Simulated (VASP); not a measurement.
# Mg4Se (P-3m1) in VASP: notebook, part 2 of 2

VASP 6.6.1.

## (3) Single point, PBE

The input, INCAR:

```
PREC = Accurate
ENCUT = 600
EDIFF = 1E-6
ISMEAR = 0
SIGMA = 0.1
LREAL = False
LASPH = True
NELM = 120
ALGO = Normal
ISIF = 2
LWAVE = False
LCHARG = False
GGA = PE
NBANDS = 15
GGA_COMPAT = False
```

The input, KPOINTS:

```
Automatic mesh
0
Gamma
  6 6 2
```

The input, POSCAR:

```
Mg4Se
1.0
    3.6399132390      0.0000000000      0.0000000000
   -1.8199566195      3.1522573325      0.0000000000
    0.0000000000      0.0000000000     10.5108267546
Mg Se
4 1
Direct
    0.6666666667      0.3333333333      0.8418032167
    0.3333333333      0.6666666667      0.1581967833
    0.6666666667      0.3333333333      0.3868944177
    0.3333333333      0.6666666667      0.6131055823
    0.0000000000      0.0000000000      0.0000000000
```

Potentials or basis: VASP PAW PBE potentials, release 64 (Mg, Se).

On the command line:

```bash
> cat potpaw_PBE.64/Mg/POTCAR potpaw_PBE.64/Se/POTCAR > POTCAR
> mpirun -np 1 vasp_std > vasp.out
```

OUTCAR:

```text
PREC = Accurate
   ENCUT = 600
   EDIFF = 1E-6
   ISMEAR = 0
   LREAL = False
   LASPH = True
   NELM = 120
   ISIF = 2
   GGA = PE

 ion  position               nearest neighbor table
   1  0.667  0.333  0.842-   5 2.68   5 2.68   5 2.68   4 3.19   4 3.19   4 3.19
   2  0.333  0.667  0.158-   5 2.68   5 2.68   5 2.68   3 3.19   3 3.19   3 3.19
   3  0.667  0.333  0.387-   4 3.17   4 3.17   4 3.17   2 3.19   2 3.19   2 3.19
   4  0.333  0.667  0.613-   3 3.17   3 3.17   3 3.17   1 3.19   1 3.19   1 3.19
   5  0.000  0.000  0.000-   1 2.68   2 2.68   2 2.68   1 2.68   1 2.68   2 2.68

  LATTYP: Found a hexagonal cell.
[... 443 lines left out ...]
  -------------------------------------------------------------------------------------
  Total        0.3918079      0.3918079     -0.3944204      0.0000000      0.0000000     -0.0000000
  in kB        5.2051609      5.2051609     -5.2398680      0.0000000      0.0000000     -0.0000000
  external PRESSURE =       1.7234846 kB  Pullay stress =       0.0000000 kB

 VOLUME and BASIS-vectors are now :
 -----------------------------------------------------------------------------
  energy-cutoff  :      600.00
  volume of cell :      120.60
      direct lattice vectors                 reciprocal lattice vectors
     3.639913239  0.000000000  0.000000000     0.274731823  0.158616492  0.000000000
    -1.819956620  3.152257333  0.000000000     0.000000000  0.317232984  0.000000000
     0.000000000  0.000000000 10.510826755     0.000000000  0.000000000  0.095139995

 POSITION                                       TOTAL-FORCE (eV/Angst)
 -----------------------------------------------------------------------------------
      1.81996      1.05075      8.84805        -0.000000      0.000000      0.032285
     -0.00000      2.10150      1.66278         0.000000     -0.000000     -0.032285
      1.81996      1.05075      4.06658         0.000000      0.000000      0.066396
     -0.00000      2.10150      6.44425        -0.000000     -0.000000     -0.066396
      0.00000      0.00000      0.00000        -0.000000      0.000000      0.000000
 -----------------------------------------------------------------------------------
    total drift:                                0.000000      0.000000     -0.000000

  FREE ENERGIE OF THE ION-ELECTRON SYSTEM (eV)
  ---------------------------------------------------
  free  energy   TOTEN  =       -11.0505335637 eV

  energy  without entropy=      -11.0405564701  energy(sigma->0) =      -11.04554502
```

OSZICAR:

```text
N       E                     dE             d eps       ncg     rms          rms(c)
DAV:   1     0.281085927651E+02    0.28109E+02   -0.48783E+03   420   0.794E+02
DAV:   2    -0.812708927845E+01   -0.36236E+02   -0.30712E+02   572   0.952E+01
DAV:   3    -0.113834739568E+02   -0.32564E+01   -0.32271E+01   539   0.255E+01
DAV:   4    -0.114182781541E+02   -0.34804E-01   -0.34784E-01   518   0.319E+00
DAV:   5    -0.114185669194E+02   -0.28877E-03   -0.28876E-03   567   0.325E-01    0.364E+00
DAV:   6    -0.111031357980E+02    0.31543E+00   -0.52827E-01   540   0.290E+00    0.228E+00
DAV:   7    -0.110535019125E+02    0.49634E-01   -0.27744E-01   539   0.221E+00    0.866E-01
DAV:   8    -0.110506068368E+02    0.28951E-02   -0.19435E-02   476   0.722E-01    0.156E-01
DAV:   9    -0.110505526596E+02    0.54177E-04   -0.97827E-04   574   0.159E-01    0.921E-02
DAV:  10    -0.110505438518E+02    0.88078E-05   -0.10381E-04   564   0.489E-02    0.312E-02
DAV:  11    -0.110505334627E+02    0.10389E-04   -0.42258E-05   532   0.351E-02    0.395E-03
DAV:  12    -0.110505335637E+02   -0.10096E-06   -0.27356E-06   537   0.858E-03
   1 F= -.11050534E+02 E0= -.11045545E+02  d E =-.997709E-02
```

stdout:

```text
POSCAR found type information on POSCAR MgSe
 POSCAR found :  2 types and       5 ions
 scaLAPACK will be used
 LDA part: xc-table for (Slater+PW92), standard interpolation
 POSCAR, INCAR and KPOINTS ok, starting setup
 FFT: planning ... GRIDC
 FFT: planning ... GRID_SOFT
 FFT: planning ... GRID
 WAVECAR not read
 entering main loop
```

Run time: 36 s. Hardware: 1 thread of Intel Xeon Platinum 8488C (Sapphire Rapids), shared host; peak memory 0.26 GiB.

What came out:

```
Free energy            : -11.0505 eV
Pressure               : 0.2 GPa
Largest force          : 0.066 eV/Å
Band gap on the k mesh : zero (bands 7 and 8 overlap by 0.63 eV)
```

Forces in eV/Å, atoms in the order of the input:
```
Mg   0.000  0.000  0.032
Mg   0.000  0.000 -0.032
Mg   0.000  0.000  0.066
Mg   0.000  0.000 -0.066
Se   0.000  0.000  0.000
```

Caveat: semilocal functionals underestimate gaps, so a narrow gap can read as zero.

## (4) Single point, PBE

This run uses another cell than the first one, of 24.41 Å³/atom.

The input, INCAR:

```
SYSTEM = Mg4Se
PREC = Accurate
ENCUT = 600
EDIFF = 1E-6
ISMEAR = 0
SIGMA = 0.1
LREAL = .False.
LASPH = .True.
NELM = 120
ALGO = Normal
ISIF = 2
LWAVE = .False.
LCHARG = .False.
GGA = PE
NBANDS = 15
GGA_COMPAT = .False.
```

The input, KPOINTS:

```
Automatic mesh
0
Gamma
  6 6 2
  0 0 0
```

The input, POSCAR:

```
Mg4Se
1.0
    3.6685786280      0.0000000000      0.0000000000
   -1.8342893140      3.1770822876      0.0000000000
    0.0000000000      0.0000000000     10.4695898071
Mg Se
4 1
Direct
    0.3333333333      0.6666666667      0.8422208871
    0.6666666667      0.3333333333      0.1577791129
    0.3333333333      0.6666666667      0.3883227984
    0.6666666667      0.3333333333      0.6116772016
    0.0000000000      0.0000000000      0.0000000000
```

Potentials or basis: VASP PAW PBE potentials, release 64 (Mg, Se).

On the command line:

```bash
> cat potpaw_PBE.64/Mg/POTCAR potpaw_PBE.64/Se/POTCAR > POTCAR
> mpirun -np 1 vasp_std > vasp.out
```

OUTCAR:

```text
SYSTEM = Mg4Se
   PREC = Accurate
   ENCUT = 600
   EDIFF = 1E-6
   ISMEAR = 0
   LREAL = .False.
   LASPH = .True.
   NELM = 120
   ISIF = 2
   GGA = PE

 ion  position               nearest neighbor table
   1  0.333  0.667  0.842-   5 2.69   5 2.69   5 2.69   4 3.21   4 3.21   4 3.21
   2  0.667  0.333  0.158-   5 2.69   5 2.69   5 2.69   3 3.21   3 3.21   3 3.21
   3  0.333  0.667  0.388-   4 3.16   4 3.16   4 3.16   2 3.21   2 3.21   2 3.21
   4  0.667  0.333  0.612-   3 3.16   3 3.16   3 3.16   1 3.21   1 3.21   1 3.21
   5  0.000  0.000  0.000-   1 2.69   2 2.69   1 2.69   2 2.69   2 2.69   1 2.69
[... 445 lines left out ...]
  -------------------------------------------------------------------------------------
  Total       -0.0442045     -0.0442045     -0.3601487      0.0000000      0.0000000      0.0000000
  in kB       -0.5803915     -0.5803915     -4.7286420      0.0000000      0.0000000      0.0000000
  external PRESSURE =      -1.9631417 kB  Pullay stress =       0.0000000 kB

 VOLUME and BASIS-vectors are now :
 -----------------------------------------------------------------------------
  energy-cutoff  :      600.00
  volume of cell :      122.03
      direct lattice vectors                 reciprocal lattice vectors
     3.668578628  0.000000000  0.000000000     0.272585135  0.157377101  0.000000000
    -1.834289314  3.177082288  0.000000000     0.000000000  0.314754202  0.000000000
     0.000000000  0.000000000 10.469589807     0.000000000  0.000000000  0.095514726

 POSITION                                       TOTAL-FORCE (eV/Angst)
 -----------------------------------------------------------------------------------
     -0.00000      2.11805      8.81771         0.000000     -0.000000     -0.015580
      1.83429      1.05903      1.65188        -0.000000      0.000000      0.015580
     -0.00000      2.11805      4.06558        -0.000000      0.000000     -0.001206
      1.83429      1.05903      6.40401        -0.000000      0.000000      0.001206
      0.00000      0.00000      0.00000        -0.000000      0.000000      0.000000
 -----------------------------------------------------------------------------------
    total drift:                                0.000000     -0.000000      0.000000

  FREE ENERGIE OF THE ION-ELECTRON SYSTEM (eV)
  ---------------------------------------------------
  free  energy   TOTEN  =       -11.0557454400 eV

  energy  without entropy=      -11.0469444841  energy(sigma->0) =      -11.05134496
```

OSZICAR:

```text
N       E                     dE             d eps       ncg     rms          rms(c)
DAV:   1     0.274140415805E+02    0.27414E+02   -0.48134E+03   420   0.789E+02
DAV:   2    -0.798606813370E+01   -0.35400E+02   -0.30132E+02   580   0.925E+01
DAV:   3    -0.113756427818E+02   -0.33896E+01   -0.33595E+01   567   0.255E+01
DAV:   4    -0.114136416303E+02   -0.37999E-01   -0.37991E-01   525   0.330E+00
DAV:   5    -0.114139469485E+02   -0.30532E-03   -0.30531E-03   561   0.325E-01    0.361E+00
DAV:   6    -0.111065053432E+02    0.30744E+00   -0.51380E-01   540   0.285E+00    0.226E+00
DAV:   7    -0.110590591874E+02    0.47446E-01   -0.28515E-01   546   0.221E+00    0.845E-01
DAV:   8    -0.110557869441E+02    0.32722E-02   -0.22589E-02   497   0.760E-01    0.148E-01
DAV:   9    -0.110557600980E+02    0.26846E-04   -0.10846E-03   567   0.182E-01    0.881E-02
DAV:  10    -0.110557548213E+02    0.52767E-05   -0.16644E-04   539   0.625E-02    0.298E-02
DAV:  11    -0.110557453221E+02    0.94992E-05   -0.40438E-05   553   0.319E-02    0.282E-03
DAV:  12    -0.110557454400E+02   -0.11786E-06   -0.27678E-06   509   0.880E-03
   1 F= -.11055745E+02 E0= -.11051345E+02  d E =-.880096E-02
```

Run time: 37 s. Hardware: 1 thread of Intel Xeon Platinum 8488C (Sapphire Rapids), shared host; peak memory 0.26 GiB.

What came out:

```
Free energy            : -11.0557 eV
Pressure               : -0.2 GPa
Largest force          : 0.016 eV/Å
Band gap on the k mesh : zero (bands 7 and 8 overlap by 0.63 eV)
```

Forces in eV/Å, atoms in the order of the input:
```
Mg   0.000  0.000 -0.016
Mg   0.000  0.000  0.016
Mg   0.000  0.000 -0.001
Mg   0.000  0.000  0.001
Se   0.000  0.000  0.000
```

Caveat: semilocal functionals underestimate gaps, so a narrow gap can read as zero.

## (5) Summary

```tsv
cell	k mesh	smearing	gap on the mesh (eV)	pressure (GPa)	largest force (eV/Å)
a = 3.640, b = 3.640, c = 10.511 Å, angles 90.0, 90.0, 120.0°, 5 atoms, atomic positions A	5 × 5 × 2	gaussian 0.2 eV	none	0.2	0.01
a = 3.640, b = 3.640, c = 10.511 Å, angles 90.0, 90.0, 120.0°, 5 atoms, atomic positions A	6 × 6 × 2	gaussian 0.1 eV	none	0.2	0.07
a = 3.669, b = 3.669, c = 10.470 Å, angles 90.0, 90.0, 120.0°, 5 atoms, atomic positions B	6 × 6 × 2	gaussian 0.1 eV	none	-0.2	0.02
```

Alike in all rows: task single point; level PBE; potentials or basis VASP PAW PBE potentials, release 64 (Mg, Se); no spin polarisation; cutoff (eV) 600.

Caveats: some runs use coarse meshes; semilocal functionals underestimate gaps, so a narrow gap can read as zero.

Absolute energies hang on the potentials; compare differences alone.
